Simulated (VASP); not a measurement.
**Mg2NCl: single point with PBE**

Crystal: Mg2NCl.

```
CELL_PARAMETERS angstrom
1.64661 0.95067 5.93796
-1.64661 0.95067 5.93796
0.00000 -1.90134 5.93796
ATOMIC_POSITIONS crystal
Mg 0.22291 0.22291 0.22291
Mg 0.77709 0.77709 0.77709
N 0.50000 0.50000 0.50000
Cl 0.00000 0.00000 0.00000
```

```json
{
 "Program": "VASP 6.6.1",
 "Task": "single point",
 "Functional": "PBE",
 "Potentials or basis": "VASP PAW PBE potentials, release 64 (Mg, N, Cl)",
 "Cutoff": "600 eV",
 "k mesh": "4 × 4 × 4",
 "Occupations": "gaussian, width 0.01 eV",
 "Spin": "no spin polarisation"
}
```

| Quantity | Value |
| --- | --- |
| Pressure | 2.1 GPa |
| Largest force | 0.023 eV/Å |
| Band gap on the k mesh | 2.38 eV |

Forces on the atoms (eV/Å):
```
Mg   0.000  0.000  0.023
Mg   0.000  0.000 -0.023
N    0.000  0.000  0.000
Cl   0.000  0.000  0.000
```

Stress tensor (GPa, compression positive):
```
2.25 0.00 0.00
0.00 2.25 0.00
0.00 0.00 1.85
```

Levels at points of the mesh, in eV from the valence-band top:
```
           k point  band 4  band 5  band 6  band 7  band 8  band 9  band 10  band 11  band 12  band 13
(0.00, 0.00, 0.00)   -2.43   -2.43   -1.02    0.00    0.00    2.38     5.41     8.60     8.96     9.48
(0.50, 0.00, 0.00)   -4.72   -3.95   -3.26   -1.51   -0.79    4.38     5.92     6.31     7.33     7.47
(0.50, 0.50, 0.00)   -5.30   -3.28   -3.04   -0.81   -0.73    3.22     4.04     5.40     8.90     9.22
(0.50, 0.50, 0.50)   -2.71   -2.42   -2.42   -0.03   -0.03    4.71     4.98     7.15     8.39     9.67
```

It took 69 s on 1 thread of Intel(R) Xeon(R) Platinum 8259CL CPU @ 2.50GHz (Skylake/Cascade Lake) (shared host), peak memory 0.34 GiB.

Caveat: the k points lie up to 0.56 Å⁻¹ apart.
